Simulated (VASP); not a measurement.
## MnO: single point with LDA+U

The system is MnO.

```xyz
2
Lattice="0.0000 2.2230 2.2230 2.2230 0.0000 2.2230 2.2230 2.2230 0.0000" Properties=species:S:1:pos:R:3 pbc="T T T"
Mn    0.0000    0.0000    0.0000
O     2.2897    2.2230    2.2897
```

```yaml
Program: VASP 6.6.1
Task: single point
Functional: LDA
Potentials_or_basis: VASP PAW LDA potentials, release 64 (Mn_pv, O)
Cutoff: 520 eV
k_mesh: 9 × 9 × 9, shifted
Occupations: fermi-dirac, width 0.02 eV
Spin: collinear spin, ferromagnetic start
Starting_moments: "[4.0, 0.0] μB"
Hubbard_terms: Mn d U = 4.5 eV
Dipole_correction: no
Further_INCAR_settings: ALGO = Normal; EDIFF = 1e-07; NBANDS = 20; ISYM = 0
```

```yaml
Pressure: -4.2 GPa
Largest_force: 0.318 eV/Å
Band_gap_on_the_k_mesh: 0.55 eV (least direct gap 2.95 eV)
Net_moment: 5.00 μB per cell
Site_moments: Mn +4.60; O +0.16 μB
Valence_electrons_inside_the_program's_atomic_spheres: Mn 11.38; O 4.97
```

Forces on the atoms (eV/Å):
```
Mn   0.225  0.000  0.225
O   -0.225  0.000 -0.225
```

Stress tensor (GPa, compression positive):
```
-3.82  0.00 -0.17
 0.00 -4.88  0.00
-0.17  0.00 -3.82
```

Levels at points of the mesh, in eV from the valence-band top:
Spin up:
| k point | band 8 | band 9 | band 10 | band 11 | band 12 | band 13 | band 14 | band 15 | band 16 | band 17 |
| --- | --- | --- | --- | --- | --- | --- | --- | --- | --- | --- |
| (0.50, 0.50, 0.50) | -3.43 | -3.43 | -2.58 | -0.04 | 0.00 | 4.16 | 8.41 | 12.40 | 12.41 | 18.59 |
| (0.50, 0.00, 0.00) | -3.43 | -3.43 | -2.59 | -0.08 | -0.04 | 4.18 | 8.42 | 12.41 | 12.46 | 18.57 |
| (0.00, 0.00, 0.50) | -3.43 | -3.43 | -2.59 | -0.08 | -0.04 | 4.18 | 8.42 | 12.41 | 12.46 | 18.57 |
| (0.00, 0.50, 0.00) | -3.43 | -3.43 | -2.58 | -0.04 | 0.00 | 4.16 | 8.41 | 12.40 | 12.41 | 18.59 |
Spin down:
```
           k point  band 5  band 6  band 7  band 8  band 9  band 10
(0.50, 0.50, 0.50)   -6.50   -3.67   -3.64    4.18    4.49     4.50
(0.50, 0.00, 0.00)   -6.50   -3.64   -3.63    4.18    4.43     4.49
(0.00, 0.00, 0.50)   -6.50   -3.64   -3.63    4.18    4.43     4.49
(0.00, 0.50, 0.00)   -6.50   -3.67   -3.64    4.18    4.49     4.50
```

Eigenvalues of the final occupation matrices:
```
    site  spin  trace               eigenvalues
site 1 d     1   4.77  0.94 0.94 0.94 0.98 0.98
site 1 d     2   0.21  0.02 0.02 0.02 0.08 0.08
```

It took 27 min on 1 thread of Oxide Virtual Turin-like Processor, with other jobs on the host, peak memory 0.87 GiB.

Caveat: the cell stands under tension; a shifted mesh leaves out Γ, where band edges can lie; a cell with one magnetic atom can't hold antiferromagnetic order, which such compounds often take. A k mesh can miss the band edges.
